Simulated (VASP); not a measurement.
# TaN in VASP: notebook

TaN is run at these levels: PBEsol; tasks: electric field gradients.

Everything below comes from runs of VASP 6.6.1. Logs are shortened: lines on timing, memory, paths and dates and some standing lists are left out, and cuts for length are marked.

**1. The cell of the first run**

The structure is trigonal, space group R-3m (No. 166). The conventional cell has a = 3.097 Å, b = 3.097 Å, c = 7.473 Å, α = 90.00°, β = 90.00°, γ = 120.00°. Ta (site symmetry -3m) has 6 N at 2.18 Å within 2.9 Å. N (site symmetry -3m) has 6 Ta at 2.18 Å within 2.9 Å.

**2. Electric field gradients, PBEsol (equal xy, yz and zx shear strains of -1 %)**

The input, INCAR:

```
PREC = Accurate
ENCUT = 520
EDIFF = 1E-8
ISMEAR = -1
SIGMA = 0.02
LREAL = F
LASPH = T
NELM = 80
ALGO = Normal
ISIF = 2
LWAVE = F
LCHARG = F
GGA = PS
LEFG = T
NBANDS = 15
```

The input, KPOINTS:

```
regular mesh
0
Gamma
  9 9 9
```

The input, POSCAR:

```
TaN
1.0
   -0.0217900000      2.1681050000      2.1681050000
    2.1681050000     -0.0217900000      2.1681050000
    2.1681050000      2.1681050000     -0.0217900000
Ta N
1 1
Direct
    0.5000000000      0.5000000000      0.5000000000
    0.0000000000      0.0000000000      0.0000000000
```

Potentials or basis: VASP PAW PBE potentials, release 64 (Ta_pv, N).

On the command line:

```console
$ cat potpaw_PBE.64/Ta_pv/POTCAR potpaw_PBE.64/N/POTCAR > POTCAR
$ mpirun -np 1 vasp_std > vasp.out
```

OUTCAR:

```text
PREC = Accurate
   ENCUT = 520
   EDIFF = 1E-8
   ISMEAR = -1
   LREAL = F
   LASPH = T
   NELM = 80
   ISIF = 2
   GGA = PS

 ion  position               nearest neighbor table
   1  0.500  0.500  0.500-   2 2.18   2 2.18   2 2.18   2 2.18   2 2.18   2 2.18
   2  0.000  0.000  0.000-   1 2.18   1 2.18   1 2.18   1 2.18   1 2.18   1 2.18

  LATTYP: Found a trigonal (rhomboedric) cell.
 ALAT       =     3.0662409211
 COS(alpha) =     0.4899250057

  Lattice vectors:

 A1 = (  -0.0217900000,   2.1681050000,   2.1681050000)
 A2 = (   2.1681050000,  -0.0217900000,   2.1681050000)
 A3 = (   2.1681050000,   2.1681050000,  -0.0217900000)

Analysis of symmetry for initial positions (statically):
=====================================================================
 Subroutine PRICEL returns:
 Original cell was already a primitive cell.

 Routine SETGRP: Setting up the symmetry group for a
 trigonal (rhombohedral) supercell.

 Subroutine GETGRP returns: Found 12 space group operations
 (whereof 12 operations were pure point group operations)
 out of a pool of 12 trial point group operations.

The static configuration has the point symmetry D_3d.

Analysis of symmetry for dynamics (positions and initial velocities):
=====================================================================
 Subroutine PRICEL returns:
 Original cell was already a primitive cell.

 Routine SETGRP: Setting up the symmetry group for a
 trigonal (rhombohedral) supercell.

 Subroutine GETGRP returns: Found 12 space group operations
 (whereof 12 operations were pure point group operations)
 out of a pool of 12 trial point group operations.

The dynamic configuration has the point symmetry D_3d.

 Subroutine INISYM returns: Found 12 space group operations
 (whereof 12 operations are pure point group operations),
 and found     1 'primitive' translations

----------------------------------------------------------------------------------------

                                     Primitive cell

  volume of cell :      20.6904

  direct lattice vectors                    reciprocal lattice vectors
    -0.021790000  2.168105000  2.168105000    -0.227168311  0.229474588  0.229474588
     2.168105000 -0.021790000  2.168105000     0.229474588 -0.227168311  0.229474588
     2.168105000  2.168105000 -0.021790000     0.229474588  0.229474588 -0.227168311

  length of vectors
     3.066240921  3.066240921  3.066240921     0.396134591  0.396134591  0.396134591

  position of ions in fractional coordinates (direct lattice)
     0.500000000  0.500000000  0.500000000
     0.000000000  0.000000000  0.000000000

  ion indices of the primitive-cell ions
   primitive index   ion index
                 1           1
                 2           2

----------------------------------------------------------------------------------------

 KPOINTS: regular mesh

Automatic generation of k-mesh.
 Grid dimensions read from file:
 generate k-points for:    9    9    9

 Generating k-lattice:

  Cartesian coordinates                     Fractional coordinates (reciprocal lattice)
    -0.025240923  0.025497176  0.025497176     0.111111111  0.000000000 -0.000000000
     0.025497176 -0.025240923  0.025497176     0.000000000  0.111111111 -0.000000000
     0.025497176  0.025497176 -0.025240923     0.000000000  0.000000000  0.111111111

  Length of vectors
     0.044014955  0.044014955  0.044014955

  Shift w.r.t. Gamma in fractional coordinates (k-lattice)
     0.000000000  0.000000000  0.000000000

 Subroutine IBZKPT returns following result:
 ===========================================

 Found     85 irreducible k-points:

 Following reciprocal coordinates:
            Coordinates               Weight
  0.000000  0.000000  0.000000      1.000000
  0.111111  0.000000  0.000000      6.000000
  0.222222 -0.000000 -0.000000      6.000000
  0.333333 -0.000000 -0.000000      6.000000
  0.444444 -0.000000 -0.000000      6.000000
  0.111111  0.111111 -0.000000      6.000000
[... 16 lines left out ...]
 -0.333333  0.333333  0.000000      6.000000
  0.444444  0.444444 -0.000000      6.000000
 [... further k-points ...]
   k-points           NKPTS =     85   k-points in BZ     NKDIM =     85   number of bands    NBANDS=     15
   number of dos      NEDOS =    301   number of ions     NIONS =      2
   total plane-waves  NPLWV =  13824
   dimension x,y,z NGX =    24 NGY =   24 NGZ =   24
   dimension x,y,z NGXF=    48 NGYF=   48 NGZF=   48
   ions per type =               1   1
   NGX,Y,Z   is equivalent  to a cutoff of  13.01, 13.01, 13.01 a.u.
   NGXF,Y,Z  is equivalent  to a cutoff of  26.02, 26.02, 26.02 a.u.
 SYSTEM =  unknown system
   PREC   = accura    normal or accurate (medium, high low for compatibility)
   ISTART =      0    job   : 0-new  1-cont  2-samecut
   ICHARG =      2    charge: 1-file 2-atom 10-const
   ISPIN  =      1    spin polarized calculation?
   LNONCOLLINEAR =      F non collinear calculations
   LSORBIT =      F    spin-orbit coupling
   LASPH  =      T    aspherical Exc in radial PAW
   ENCUT  =  520.0 eV  38.22 Ry    6.18 a.u.   5.70  5.70  5.70*2*pi/ulx,y,z
   NELM   =     80;   NELMIN=  2; NELMDL= -5     # of ELM steps
   EDIFF  = 0.1E-07   stopping-criterion for ELM
   LREAL  =      F    real-space projection
   EDIFFG = 0.1E-06   stopping-criterion for IOM
   NSW    =      0    number of steps for IOM
   IBRION =     -1    ionic relax: 0-MD 1-quasi-New 2-CG
   NFREE  =      0    steps in history (QN), initial steepest desc. (CG)
   ISIF   =      2    stress and relaxation
   ISYM   =      2    0-nonsym 1-usesym 2-fastsym
   POTIM  = 0.5000    time-step for ionic-motion
   TEBEG  =    0.0;   TEEND  =   0.0 temperature during run
   PSTRESS=    0.0 pullay stress
   NELECT =      16.0000    total number of electrons
   NUPDOWN=      -1.0000    fix difference up-down
   EMIN   =  10.00;   EMAX   =-10.00  energy-range for DOS
   EFERMI =   0.00;   METHOD = LEGACY
   ISMEAR =    -1;   SIGMA  =   0.02  broadening in eV -4-tet -1-fermi 0-gaus
   EFERMI_NEDOS =   21; number of points for ismear=-14 and -15
   IALGO  =     38    algorithm
   IMIX   =      4    mixing-type and parameters
     AMIX     =   0.40;   BMIX     =  1.00
     AMIX_MAG =   1.60;   BMIX_MAG =  1.00
  volume/ion in A,a.u.               =      10.35        69.81
  Fermi-wavevector in a.u.,A,eV,Ry     =   1.502652  2.839601 30.721463  2.257964
  Thomas-Fermi vector in A             =   2.613865
   LORBIT       =      0    0 simple, 1 ext, 2 COOP (PROOUT), +10 PAW based schemes
   GGA     = PS    functional components
   LHFCALC =     F    Hartree Fock is set to
   AEXX    =    0.0000 exact exchange contribution
   IVDW    =     0    specifies the selected vdW correction
   LEPSILON=     F    determine dielectric tensor
   LRPA    =     F    only Hartree local field effects (RPA)
 non-spin polarized calculation
  energy-cutoff  :      520.00
  volume of cell :       20.69
 maximum number of plane-waves:       566
   NGX = 11   NGY = 11   NGZ = 11

 number of electron      16.0000000 magnetization

 Free energy of the ion-electron system (eV)
  ---------------------------------------------------
  ext. energy  EPLUGINS =         0.00000000
  ---------------------------------------------------
  free energy    TOTEN  =       -23.20736644 eV

  energy without entropy =      -23.20587628  energy(sigma->0) =      -23.20662136

 E-fermi :   9.5664     XC(G=0): -13.7408

 val. band max:        9.5641840092   @ k =  -0.1111   0.1111   0.1111
 cond. band min:       9.5731499859   @ k =  -0.3333   0.2222   0.1111
 fundamental gap:      0.0089659767
 Fermi energy:         9.5664059309

 k-point     1 :       0.0000    0.0000    0.0000
  band No.  band energies     occupation
      1     -25.9760      2.00000
      2     -25.9760      2.00000
      3     -25.9456      2.00000
      4      -9.3467      2.00000
      5       5.7867      2.00000
      6       5.7867      2.00000
      7       5.8728      2.00000
      8       7.3974      2.00000
      9       7.3974      2.00000
     10       7.6421      2.00000
     11       9.7232      0.00079
     12       9.7232      0.00079
     13      11.4776      0.00000
     14      19.0787      0.00000
     15      22.1124      0.00000

 k-point     2 :       0.1111    0.0000    0.0000
  band No.  band energies     occupation
      1     -26.0929      2.00000
      2     -25.9857      2.00000
      3     -25.9598      2.00000
      4      -9.0331      2.00000
      5       4.4469      2.00000
      6       4.8508      2.00000
      7       4.9552      2.00000
      8       7.8581      2.00000
      9       7.9462      2.00000
     10       8.0922      2.00000
     11      10.8740      0.00000
     12      10.8745      0.00000
     13      12.3030      0.00000
     14      19.9917      0.00000
     15      22.1117      0.00000

 k-point     3 :       0.2222   -0.0000   -0.0000
  band No.  band energies     occupation
      1     -26.3840      2.00000
      2     -26.0100      2.00000
      3     -25.9886      2.00000
      4      -8.1983      2.00000
      5       2.3594      2.00000
      6       3.4884      2.00000
      7       3.6159      2.00000
      8       8.6764      2.00000
      9       8.8590      2.00000
     10       9.0600      2.00000
     11      13.1191      0.00000
     12      13.1353      0.00000
     13      13.9262      0.00000
     14      21.9191      0.00000
     15      22.1225      0.00000
[... 343 lines left out ...]
 k-point    23 :      -0.3333    0.3333    0.0000
  band No.  band energies     occupation
      1     -26.5951      2.00000
      2     -26.5462      2.00000
      3     -26.1430      2.00000
      4      -7.0642      2.00000
      5       0.9889      2.00000
      6       2.7399      2.00000
      7       2.8564      2.00000
      8       8.7281      2.00000
      9      11.6821      0.00000
     10      11.6853      0.00000
     11      13.9975      0.00000
     12      16.3260      0.00000
     13      19.4402      0.00000
     14      21.0906      0.00000
     15      21.0940      0.00000

 k-point    24 :       0.4444    0.4444   -0.0000
  band No.  band energies     occupation
      1     -26.7550      2.00000
      2     -26.2878      2.00000
      3     -26.2574      2.00000
      4      -8.0164      2.00000
      5       2.7403      2.00000
      6       4.0716      2.00000
      7       4.9280      2.00000
      8       5.0142      2.00000
      9      11.7838      0.00000
     10      13.3471      0.00000
     11      13.3573      0.00000
     12      14.3882      0.00000
     13      17.1069      0.00000
     14      19.0846      0.00000
     15      22.1284      0.00000

 [... further k-points ...]
[... 5 lines left out ...]
  --------------------------------------------------------------------------------------
  -------------------------------------------------------------------------------------
  Total        0.7054502      0.7054502      0.7054502      0.0667718      0.0667718      0.0667718
  in kB       54.6270755     54.6270755     54.6270755      5.1705246      5.1705246      5.1705246
  external PRESSURE =      54.6270755 kB  Pullay stress =       0.0000000 kB

 VOLUME and BASIS-vectors are now :
 -----------------------------------------------------------------------------
  energy-cutoff  :      520.00
  volume of cell :       20.69
      direct lattice vectors                 reciprocal lattice vectors
    -0.021790000  2.168105000  2.168105000    -0.227168311  0.229474588  0.229474588
     2.168105000 -0.021790000  2.168105000     0.229474588 -0.227168311  0.229474588
     2.168105000  2.168105000 -0.021790000     0.229474588  0.229474588 -0.227168311

 POSITION                                       TOTAL-FORCE (eV/Angst)
 -----------------------------------------------------------------------------------
      2.15721      2.15721      2.15721        -0.000000      0.000000      0.000000
      0.00000      0.00000      0.00000         0.000000     -0.000000     -0.000000
 -----------------------------------------------------------------------------------
    total drift:                                0.000000     -0.000000     -0.000000

  FREE ENERGIE OF THE ION-ELECTRON SYSTEM (eV)
  ---------------------------------------------------
  free  energy   TOTEN  =       -23.2073664448 eV

  energy  without entropy=      -23.2058762833  energy(sigma->0) =      -23.20662136

 Electric field gradients (V/A^2)
---------------------------------------------------------------------
 ion       V_xx      V_yy      V_zz      V_xy      V_xz      V_yz
---------------------------------------------------------------------
   1      -0.000     0.000     0.000     1.049     1.049     1.049
   2      -0.000    -0.000    -0.000    -0.396    -0.396    -0.396
---------------------------------------------------------------------

 Electric field gradients after diagonalization (V/A^2)
 (convention: |V_zz| > |V_xx| > |V_yy|)
----------------------------------------------------------------------
 ion       V_xx      V_yy      V_zz     asymmetry (V_yy - V_xx)/ V_zz
----------------------------------------------------------------------
   1      -1.049    -1.049     2.098       0.000
   2       0.396     0.396    -0.793       0.000
----------------------------------------------------------------------

           NMR quadrupolar parameters

 Cq : quadrupolar parameter    Cq=e*Q*V_zz/h
 eta: asymmetry parameters     (V_yy - V_xx)/ V_zz
 Q  : nuclear electric quadrupole moment in mb (millibarn)
----------------------------------------------------------------------
 ion       Cq(MHz)       eta       Q (mb)
----------------------------------------------------------------------
   1       0.005       0.000       1.000
   2      -0.002       0.000       1.000
----------------------------------------------------------------------
```

It took 19 s on 1 thread of Intel Xeon 6975P-C, shared host; peak memory 0.16 GiB.

What came out:

```yaml
Free_energy: -23.2074 eV
Pressure: 5.5 GPa
Band_gap_on_the_k_mesh: zero (band 8 reaches 11.34 eV, above the bottom of band 9 at 7.40 eV)
```

Stress tensor (GPa, compression positive):
```
5.46 0.52 0.52
0.52 5.46 0.52
0.52 0.52 5.46
```

Levels at points of the mesh, in eV from the Fermi level:
```tsv
k point	band 4	band 5	band 6	band 7	band 8	band 9	band 10	band 11	band 12	band 13
(0.00, 0.00, 0.00)	-18.91	-3.78	-3.78	-3.69	-2.17	-2.17	-1.92	0.16	0.16	1.91
```

Electric field gradients, principal values (V/Å²):
| atom | least | middle | greatest (by size) |
| --- | --- | --- | --- |
| 1 Ta | -1.049 | -1.049 | 2.098 |
| 2 N | 0.396 | 0.396 | -0.793 |

Caveat: the cell differs from its parent crystal (equal xy, yz and zx shear strains of -1 %); without QUAD_EFG the Cq values of the log hold for a quadrupole moment of 1 mb, not for the nuclei; the PAW data sets were made with another functional, which shifts forces and pressure a little; spin-orbit coupling is left out, which moves the levels of the heavy elements.

[end of part 1 of 2]
